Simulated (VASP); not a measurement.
A run of VASP 6.6.1 is set up as follows.

File INCAR:

```
SYSTEM = Se
  PREC = Accurate
  ENCUT = 520
  EDIFF = 1E-6
  ISMEAR = 0
  SIGMA = 0.05
  LREAL = .FALSE.
  LASPH = .TRUE.
  NELM = 60
  ALGO = Normal
  ISIF = 2
  LWAVE = .FALSE.
  LCHARG = .FALSE.
  GGA = PE
  IVDW = 12
  NBANDS = 16
```

File KPOINTS:

```
Automatic mesh
0
G
  12 12 8
  0 0 0
```

File POSCAR:

```
Se
1.0
    4.0139576390      0.0000000000      0.0000000000
   -2.0069788195      3.4761892851      0.0000000000
    0.0000000000      0.0000000000      5.2671152139
Se
3
Direct
    0.2473450684      0.0000000000      0.3333333333
    0.0000000000      0.2473450684      0.6666666667
    0.7526549316      0.7526549316      0.0000000000
```

Potentials or basis: VASP PAW PBE potentials, release 64 (Se).

The run is started by

```bash
$ cat potpaw_PBE.64/Se/POTCAR > POTCAR
$ mpirun -np 1 vasp_std > vasp.out
```

(1) What does it give for the band gap on the k mesh?

(2) Estimate the pressure.

(3) What does it give for the largest force?

Answers

(1) 0.24 eV, direct.

(2) -0.8 GPa.

(3) 0.013 eV/Å.
